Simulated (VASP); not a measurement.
# Ga (Cmce) in VASP: further runs

Runs on Ga. Level: LDA. Tasks: single point.

Everything below comes from runs of VASP 6.6.1. Logs are shortened: lines on timing, memory, paths and dates and some standing lists are left out, and cuts for length are marked.

## 1. The cell of the first run

Symmetry: Cmce, No. 64, orthorhombic system. The conventional cell has a = 4.436 Å, b = 7.484 Å, c = 4.425 Å, α = 90.00°, β = 90.00°, γ = 90.00°. Within 3.2 Å of Ga (site symmetry m) lie 7 Ga at 2.45 to 2.74 Å.

## 2. Single point, LDA

INCAR reads:

```
SYSTEM = Ga
ALGO = Normal
EDIFF = 1E-6
ENCUT = 520
ISIF = 2
ISMEAR = 1
LASPH = .True.
LCHARG = .False.
LREAL = .False.
LWAVE = .False.
NBANDS = 34
NELM = 80
PREC = Accurate
SIGMA = 0.6
```

KPOINTS reads:

```
k-points
0
Gamma
  8 8 7
  0 0 0
```

POSCAR reads:

```
Ga
1.0
    2.2178908173     -3.7419137528      0.0000000000
    2.2178908173      3.7419137528      0.0000000000
    0.0000000000      0.0000000000      4.4249628129
Ga
4
Direct
    0.8443628362      0.1556371638      0.0859373133
    0.6556371638      0.3443628362      0.5859373133
    0.1556371638      0.8443628362      0.9140626867
    0.3443628362      0.6556371638      0.4140626867
```

Potentials or basis: VASP PAW LDA potentials, release 64 (Ga_d).

Run with:

```bash
$ cat potpaw_LDA.64/Ga_d/POTCAR > POTCAR
$ mpirun -np 1 vasp_std > vasp.out
```

OUTCAR:

```text
SYSTEM = Ga
   EDIFF = 1E-6
   ENCUT = 520
   ISIF = 2
   ISMEAR = 1
   LASPH = .True.
   LREAL = .False.
   NELM = 80
   PREC = Accurate

 ion  position               nearest neighbor table
   1  0.844  0.156  0.086-   3 2.45   2 2.62   2 2.62   4 2.65   4 2.65   3 2.74   3 2.74
   2  0.656  0.344  0.586-   4 2.45   1 2.62   1 2.62   3 2.65   3 2.65   4 2.74   4 2.74
   3  0.156  0.844  0.914-   1 2.45   4 2.62   4 2.62   2 2.65   2 2.65   1 2.74   1 2.74
   4  0.344  0.656  0.414-   2 2.45   3 2.62   3 2.62   1 2.65   1 2.65   2 2.74   2 2.74

  LATTYP: Found a base centered orthorhombic cell.
 ALAT       =     4.4357816346
 B/A-ratio  =     1.6871496665
 C/A-ratio  =     0.9975610112

  Lattice vectors:

 A1 = (   2.2178908173,  -3.7419137528,   0.0000000000)
 A2 = (   2.2178908173,   3.7419137528,   0.0000000000)
 A3 = (   0.0000000000,   0.0000000000,   4.4249628129)

Analysis of symmetry for initial positions (statically):
=====================================================================
 Subroutine PRICEL returns:
 Original cell was already a primitive cell.

 Routine SETGRP: Setting up the symmetry group for a
 base centered orthorhombic supercell.

 Subroutine GETGRP returns: Found  8 space group operations
 (whereof  4 operations were pure point group operations)
 out of a pool of  8 trial point group operations.

The static configuration has the point symmetry C_2h.
 The point group associated with its full space group is D_2h.

Analysis of symmetry for dynamics (positions and initial velocities):
=====================================================================
 Subroutine PRICEL returns:
 Original cell was already a primitive cell.

 Routine SETGRP: Setting up the symmetry group for a
 base centered orthorhombic supercell.

 Subroutine GETGRP returns: Found  8 space group operations
 (whereof  4 operations were pure point group operations)
 out of a pool of  8 trial point group operations.

The dynamic configuration has the point symmetry C_2h.
 The point group associated with its full space group is D_2h.

 Subroutine INISYM returns: Found  8 space group operations
 (whereof  4 operations are pure point group operations),
 and found     1 'primitive' translations

----------------------------------------------------------------------------------------

                                     Primitive cell

  volume of cell :      73.4469

  direct lattice vectors                    reciprocal lattice vectors
     2.217890817 -3.741913753  0.000000000     0.225439411 -0.133621466  0.000000000
     2.217890817  3.741913753  0.000000000     0.225439411  0.133621466  0.000000000
     0.000000000  0.000000000  4.424962813     0.000000000  0.000000000  0.225990600

  length of vectors
     4.349822779  4.349822779  4.424962813     0.262064160  0.262064160  0.225990600

  position of ions in fractional coordinates (direct lattice)
     0.844362836  0.155637164  0.085937313
     0.655637164  0.344362836  0.585937313
     0.155637164  0.844362836  0.914062687
     0.344362836  0.655637164  0.414062687

  ion indices of the primitive-cell ions
   primitive index   ion index
                 1           1
                 2           2
                 3           3
                 4           4

----------------------------------------------------------------------------------------

 KPOINTS: k-points

Automatic generation of k-mesh.
 Grid dimensions read from file:
 generate k-points for:    8    8    7

 Generating k-lattice:

  Cartesian coordinates                     Fractional coordinates (reciprocal lattice)
     0.028179926 -0.016702683  0.000000000     0.125000000  0.000000000  0.000000000
     0.028179926  0.016702683  0.000000000     0.000000000  0.125000000  0.000000000
     0.000000000  0.000000000  0.032284371     0.000000000  0.000000000  0.142857143

  Length of vectors
     0.032758020  0.032758020  0.032284371

  Shift w.r.t. Gamma in fractional coordinates (k-lattice)
     0.000000000  0.000000000  0.000000000

 Subroutine IBZKPT returns following result:
 ===========================================

 Found     84 irreducible k-points:

 Following reciprocal coordinates:
            Coordinates               Weight
  0.000000  0.000000  0.000000      1.000000
  0.125000  0.000000  0.000000      4.000000
  0.250000  0.000000  0.000000      4.000000
  0.375000  0.000000  0.000000      4.000000
  0.500000  0.000000  0.000000      2.000000
  0.125000  0.125000  0.000000      2.000000
[... 16 lines left out ...]
  0.125000  0.000000  0.142857      8.000000
  0.250000  0.000000  0.142857      8.000000
 [... further k-points ...]
   k-points           NKPTS =     84   k-points in BZ     NKDIM =     84   number of bands    NBANDS=     34
   number of dos      NEDOS =    301   number of ions     NIONS =      4
   total plane-waves  NPLWV =  36864
   dimension x,y,z NGX =    32 NGY =   32 NGZ =   36
   dimension x,y,z NGXF=    64 NGYF=   64 NGZF=   72
   ions per type =               4
   NGX,Y,Z   is equivalent  to a cutoff of  12.23, 12.23, 13.53 a.u.
   NGXF,Y,Z  is equivalent  to a cutoff of  24.46, 24.46, 27.05 a.u.
 SYSTEM =  Ga
   PREC   = accura    normal or accurate (medium, high low for compatibility)
   ISTART =      0    job   : 0-new  1-cont  2-samecut
   ICHARG =      2    charge: 1-file 2-atom 10-const
   ISPIN  =      1    spin polarized calculation?
   LNONCOLLINEAR =      F non collinear calculations
   LSORBIT =      F    spin-orbit coupling
   LASPH  =      T    aspherical Exc in radial PAW
   ENCUT  =  520.0 eV  38.22 Ry    6.18 a.u.   8.09  8.09  8.23*2*pi/ulx,y,z
   NELM   =     80;   NELMIN=  2; NELMDL= -5     # of ELM steps
   EDIFF  = 0.1E-05   stopping-criterion for ELM
   LREAL  =      F    real-space projection
   EDIFFG = 0.1E-04   stopping-criterion for IOM
   NSW    =      0    number of steps for IOM
   IBRION =     -1    ionic relax: 0-MD 1-quasi-New 2-CG
   NFREE  =      0    steps in history (QN), initial steepest desc. (CG)
   ISIF   =      2    stress and relaxation
   ISYM   =      2    0-nonsym 1-usesym 2-fastsym
   POTIM  = 0.5000    time-step for ionic-motion
   TEBEG  =    0.0;   TEEND  =   0.0 temperature during run
   PSTRESS=    0.0 pullay stress
   NELECT =      52.0000    total number of electrons
   NUPDOWN=      -1.0000    fix difference up-down
   EMIN   =  10.00;   EMAX   =-10.00  energy-range for DOS
   EFERMI =   0.00;   METHOD = LEGACY
   ISMEAR =     1;   SIGMA  =   0.60  broadening in eV -4-tet -1-fermi 0-gaus
   EFERMI_NEDOS =   21; number of points for ismear=-14 and -15
   IALGO  =     38    algorithm
   IMIX   =      4    mixing-type and parameters
     AMIX     =   0.40;   BMIX     =  1.00
     AMIX_MAG =   1.60;   BMIX_MAG =  1.00
  volume/ion in A,a.u.               =      18.36       123.91
  Fermi-wavevector in a.u.,A,eV,Ry     =   1.459099  2.757297 28.966394  2.128970
  Thomas-Fermi vector in A             =   2.575706
   LORBIT       =      0    0 simple, 1 ext, 2 COOP (PROOUT), +10 PAW based schemes
   GGA     = CA    functional components
   LHFCALC =     F    Hartree Fock is set to
   AEXX    =    0.0000 exact exchange contribution
   IVDW    =     0    specifies the selected vdW correction
   LEPSILON=     F    determine dielectric tensor
   LRPA    =     F    only Hartree local field effects (RPA)
 non-spin polarized calculation
 Methfessel and Paxton  Order N= 1 SIGMA  =   0.60
  energy-cutoff  :      520.00
  volume of cell :       73.45
 maximum number of plane-waves:      2002
   NGX = 17   NGY = 17   NGZ = 17

 number of electron      52.0000021 magnetization

 Free energy of the ion-electron system (eV)
  ---------------------------------------------------
  ext. energy  EPLUGINS =         0.00000000
  ---------------------------------------------------
  free energy    TOTEN  =       -14.41738503 eV

  energy without entropy =      -14.44406281  energy(sigma->0) =      -14.42627762

 E-fermi :   5.3656     XC(G=0): -11.3001

 val. band max:        5.3372525524   @ k =   0.0000   0.0000   0.4286
 cond. band min:       5.3867668023   @ k =   0.5000   0.3750   0.1429
 fundamental gap:      0.0495142499
 Fermi energy:         5.3656004840

 k-point     1 :       0.0000    0.0000    0.0000
  band No.  band energies     occupation
      1      -9.9840      2.00000
      2      -9.9772      2.00000
      3      -9.9434      2.00000
      4      -9.9247      2.00000
      5      -9.8953      2.00000
      6      -9.8706      2.00000
[... 26 lines left out ...]
     33      12.4424     -0.00000
     34      13.0452     -0.00000

 k-point     2 :       0.1250    0.0000    0.0000
  band No.  band energies     occupation
      1      -9.9881      2.00000
      2      -9.9695      2.00000
      3      -9.9484      2.00000
      4      -9.9311      2.00000
      5      -9.8816      2.00000
      6      -9.8673      2.00000
[... 26 lines left out ...]
     33      12.3436     -0.00000
     34      13.2249     -0.00000

 k-point     3 :       0.2500    0.0000    0.0000
  band No.  band energies     occupation
      1      -9.9901      2.00000
      2      -9.9611      2.00000
      3      -9.9535      2.00000
      4      -9.9391      2.00000
      5      -9.8758      2.00000
      6      -9.8452      2.00000
[... 26 lines left out ...]
     33      11.6688     -0.00000
     34      12.7576     -0.00000
[... 704 lines left out ...]
 k-point    23 :       0.1250    0.0000    0.1429
  band No.  band energies     occupation
      1      -9.9948      2.00000
      2      -9.9654      2.00000
      3      -9.9419      2.00000
      4      -9.9353      2.00000
      5      -9.8841      2.00000
      6      -9.8574      2.00000
[... 26 lines left out ...]
     33      11.3003     -0.00000
     34      12.8893     -0.00000

 k-point    24 :       0.2500    0.0000    0.1429
  band No.  band energies     occupation
      1      -9.9947      2.00000
      2      -9.9734      2.00000
      3      -9.9526      2.00000
      4      -9.9223      2.00000
      5      -9.8801      2.00000
      6      -9.8568      2.00000
[... 26 lines left out ...]
     33      11.3595     -0.00000
     34      13.8607     -0.00000

 [... further k-points ...]

------------------------ aborting loop because EDIFF is reached ----------------------------------------

  FORCE on cell =-STRESS in cart. coord.  units (eV):
  Direction    XX          YY          ZZ          XY          YZ          ZX
  --------------------------------------------------------------------------------------
  -------------------------------------------------------------------------------------
  Total        0.0557342      0.0312621     -0.0123278      0.0000000      0.0000000      0.0000000
  in kB        1.2157911      0.6819545     -0.2689206      0.0000000      0.0000000      0.0000000
  external PRESSURE =       0.5429417 kB  Pullay stress =       0.0000000 kB

 VOLUME and BASIS-vectors are now :
 -----------------------------------------------------------------------------
  energy-cutoff  :      520.00
  volume of cell :       73.45
      direct lattice vectors                 reciprocal lattice vectors
     2.217890817 -3.741913753  0.000000000     0.225439411 -0.133621466  0.000000000
     2.217890817  3.741913753  0.000000000     0.225439411  0.133621466  0.000000000
     0.000000000  0.000000000  4.424962813     0.000000000  0.000000000  0.225990600

 POSITION                                       TOTAL-FORCE (eV/Angst)
 -----------------------------------------------------------------------------------
      2.21789     -2.57715      0.38027         0.000000      0.002479     -0.001774
      2.21789     -1.16476      2.59275         0.000000     -0.002479     -0.001774
      2.21789      2.57715      4.04469         0.000000     -0.002479      0.001774
      2.21789      1.16476      1.83221         0.000000      0.002479      0.001774
 -----------------------------------------------------------------------------------
    total drift:                                0.000000      0.000000      0.000000

  FREE ENERGIE OF THE ION-ELECTRON SYSTEM (eV)
  ---------------------------------------------------
  free  energy   TOTEN  =       -14.4173850268 eV

  energy  without entropy=      -14.4440628118  energy(sigma->0) =      -14.42627762
```

Wall time 2.9 min (1 thread of Intel Xeon 8259CL, shared host); peak memory 0.26 GiB.

Results:

```
Free energy            : -14.4174 eV
Pressure               : 0.1 GPa
Largest force          : 0.003 eV/Å
Band gap on the k mesh : zero (bands 26 and 27 overlap by 1.05 eV)
```

Forces in eV/Å, atoms in the order of the input:
```
Ga   0.000  0.002 -0.002
Ga   0.000 -0.002 -0.002
Ga   0.000 -0.002  0.002
Ga   0.000  0.002  0.002
```

Levels at points of the mesh, in eV from the Fermi level:
```
           k point  band 22  band 23  band 24  band 25  band 26  band 27  band 28  band 29  band 30  band 31
(0.00, 0.00, 0.00)    -4.26    -3.88    -1.88    -1.73    -0.78     0.88     1.00     1.11     5.35     5.65
(0.50, 0.00, 0.00)    -8.95    -3.51    -3.51    -1.47    -1.47     0.81     0.81     4.35     4.35     5.56
(0.50, 0.50, 0.00)    -7.55    -4.20    -3.53    -1.69    -1.60     1.11     1.21     3.53     3.97     4.32
```

Caveat: so wide a smearing shifts energies and pressures.

## 3. Single point, LDA

INCAR reads:

```
PREC = Accurate
ENCUT = 520
EDIFF = 1E-6
ISMEAR = 1
SIGMA = 1.0
LREAL = False
LASPH = True
NELM = 100
ALGO = Normal
ISIF = 2
LWAVE = False
LCHARG = False
NBANDS = 34
```

KPOINTS reads:

```
regular mesh
0
Gamma
  8 8 7
```

POSCAR is that of step 2.

Potentials or basis: VASP PAW LDA potentials, release 64 (Ga_d).

Run with:

```bash
$ cat potpaw_LDA.64/Ga_d/POTCAR > POTCAR
$ mpirun -np 1 vasp_std > vasp.out
```

Wall time 2.9 min (1 thread of Intel Xeon 8259CL, shared host); peak memory 0.26 GiB.

The run converged. Its results:

```
Free energy            : -14.3843 eV
Pressure               : 0.0 GPa
Largest force          : 0.039 eV/Å
Band gap on the k mesh : zero (bands 26 and 27 overlap by 1.05 eV)
```

Forces in eV/Å, atoms in the order of the input:
```
Ga   0.000  0.039  0.002
Ga   0.000 -0.039  0.002
Ga   0.000 -0.039 -0.002
Ga   0.000  0.039 -0.002
```

Stress tensor (GPa, compression positive):
```
 0.46  0.00  0.00
 0.00 -0.20  0.00
 0.00  0.00 -0.18
```

Levels at points of the mesh, in eV from the Fermi level:
```csv
k point,band 24,band 25,band 26,band 27,band 28,band 29
"(0.00, 0.00, 0.00)",-1.88,-1.73,-0.79,0.87,0.99,1.10
"(0.50, 0.00, 0.00)",-3.52,-1.48,-1.48,0.80,0.80,4.34
"(0.50, 0.50, 0.00)",-3.54,-1.69,-1.60,1.09,1.19,3.53
```

Caveat: so wide a smearing shifts energies and pressures.
